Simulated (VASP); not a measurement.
# CsCl (Pm-3m) in VASP: a series of runs, part 2 of 2

VASP 6.6.1.

## Step 3: Single point, r2SCAN

This run uses another cell than the first one, of 36.90 Å³/atom.

POSCAR reads:

```
CsCl
1.0
    4.1944487100      0.0000000000      0.0000000000
    0.0000000000      4.1944487100      0.0000000000
    0.0000000000      0.0000000000      4.1944487100
Cs Cl
1 1
Direct
    0.0000000000      0.0000000000      0.0000000000
    0.5000000000      0.5000000000      0.5000000000
```

INCAR.step1 reads:

```
PREC = Accurate
ENCUT = 550
ISMEAR = -1
SIGMA = 0.02
LREAL = False
LASPH = True
NELM = 120
NBANDS = 15
GGA = PE
ALGO = Normal
EDIFF = 1E-5
LWAVE = True
LCHARG = False
GGA_COMPAT = False
```

INCAR.step2 reads:

```
PREC = Accurate
ENCUT = 550
EDIFF = 1E-6
ISMEAR = -1
SIGMA = 0.02
LREAL = False
LASPH = True
NELM = 120
ALGO = Normal
ISIF = 2
LWAVE = False
LCHARG = False
METAGGA = R2SCAN
LMIXTAU = True
NBANDS = 15
ISTART = 1
GGA_COMPAT = False
```

KPOINTS reads:

```
regular mesh
0
Gamma
  8 8 8
```

Potentials or basis: VASP PAW PBE potentials, release 64 (Cs_sv, Cl).

Started as:

```
$ cat potpaw_PBE.64/Cs_sv/POTCAR potpaw_PBE.64/Cl/POTCAR > POTCAR
$ cp INCAR.step1 INCAR
$ mpirun -np 1 vasp_std > vasp.out
$ cp INCAR.step2 INCAR
$ mpirun -np 1 vasp_std > vasp.out
```

OUTCAR:

```text
PREC = Accurate
   ENCUT = 550
   EDIFF = 1E-6
   ISMEAR = -1
   LREAL = False
   LASPH = True
   NELM = 120
   ISIF = 2
   METAGGA = R2SCAN
   ISTART = 1

 ion  position               nearest neighbor table
   1  0.000  0.000  0.000-
   2  0.500  0.500  0.500-

  LATTYP: Found a simple cubic cell.
 ALAT       =     4.1944487100

  Lattice vectors:

 A1 = (   4.1944487100,   0.0000000000,   0.0000000000)
 A2 = (   0.0000000000,   4.1944487100,   0.0000000000)
 A3 = (   0.0000000000,   0.0000000000,   4.1944487100)

Analysis of symmetry for initial positions (statically):
=====================================================================
 Subroutine PRICEL returns:
 Original cell was already a primitive cell.

 Routine SETGRP: Setting up the symmetry group for a
 simple cubic supercell.

 Subroutine GETGRP returns: Found 48 space group operations
 (whereof 48 operations were pure point group operations)
 out of a pool of 48 trial point group operations.

The static configuration has the point symmetry O_h .

[... 171 lines left out ...]
      4      -7.0547      2.00000
      5      -7.0547      2.00000
      6      -0.9509      2.00000
      7      -0.9509      2.00000
      8      -0.9509      2.00000
      9       4.8553      0.00000
     10       4.9876      0.00000
     11       4.9876      0.00000
     12       9.6102      0.00000
     13       9.6102      0.00000
     14       9.6102      0.00000
[... 401 lines left out ...]
      2     -13.5378      2.00000
      3      -7.6824      2.00000
      4      -7.6026      2.00000
      5      -6.9826      2.00000
      6      -1.5084      2.00000
      7      -1.4425      2.00000
      8      -1.1228      2.00000
      9       6.0989      0.00000
     10       6.1463      0.00000
     11       7.7797      0.00000
     12       7.8022      0.00000
     13       9.6577      0.00000
     14      10.8626      0.00000
     15      12.0212      0.00000

 [... further k-points ...]

------------------------ aborting loop because EDIFF is reached ----------------------------------------

  FORCE on cell =-STRESS in cart. coord.  units (eV):
  Direction    XX          YY          ZZ          XY          YZ          ZX
  --------------------------------------------------------------------------------------
  -------------------------------------------------------------------------------------
  Total       -0.2832991     -0.2832991     -0.2832991      0.0000000      0.0000000      0.0000000
  in kB       -6.1507935     -6.1507935     -6.1507935      0.0000000      0.0000000      0.0000000
  external PRESSURE =      -6.1507935 kB  Pullay stress =       0.0000000 kB

 VOLUME and BASIS-vectors are now :
 -----------------------------------------------------------------------------
  energy-cutoff  :      550.00
  volume of cell :       73.79
      direct lattice vectors                 reciprocal lattice vectors
     4.194448710  0.000000000  0.000000000     0.238410354  0.000000000  0.000000000
     0.000000000  4.194448710  0.000000000     0.000000000  0.238410354  0.000000000
     0.000000000  0.000000000  4.194448710     0.000000000  0.000000000  0.238410354

 POSITION                                       TOTAL-FORCE (eV/Angst)
 -----------------------------------------------------------------------------------
      0.00000      0.00000      0.00000         0.000000      0.000000      0.000000
      2.09722      2.09722      2.09722         0.000000      0.000000      0.000000
 -----------------------------------------------------------------------------------
    total drift:                                0.000000      0.000000     -0.000000

  FREE ENERGIE OF THE ION-ELECTRON SYSTEM (eV)
  ---------------------------------------------------
  free  energy   TOTEN  =       -35.5203593941 eV

  energy  without entropy=      -35.5203593941  energy(sigma->0) =      -35.52035939
```

Wall time 35 s (1 thread of Intel Xeon 6975P-C (Granite Rapids), shared host); peak memory 0.2 GiB.

What came out:

| Property | Result |
| --- | --- |
| Free energy | -35.5204 eV |
| Pressure | -0.6 GPa |
| Band gap on the k mesh | 5.81 eV |

Levels at points of the mesh, in eV from the valence-band top:
| k point | band 6 | band 7 | band 8 | band 9 | band 10 | band 11 |
| --- | --- | --- | --- | --- | --- | --- |
| (0.00, 0.00, 0.00) | 0.00 | 0.00 | 0.00 | 5.81 | 5.94 | 5.94 |
| (0.50, 0.00, 0.00) | -1.05 | -0.19 | -0.19 | 6.92 | 8.05 | 9.31 |
| (0.50, 0.50, 0.00) | -0.42 | -0.42 | -0.04 | 6.51 | 6.60 | 8.57 |
| (0.50, 0.50, 0.50) | -0.98 | -0.98 | -0.98 | 8.95 | 8.95 | 8.95 |

Caveat: the PAW data sets were made with another functional, which shifts forces and pressure a little; spin-orbit coupling is left out, which moves the levels of the heavy elements. A k mesh can miss the band edges.
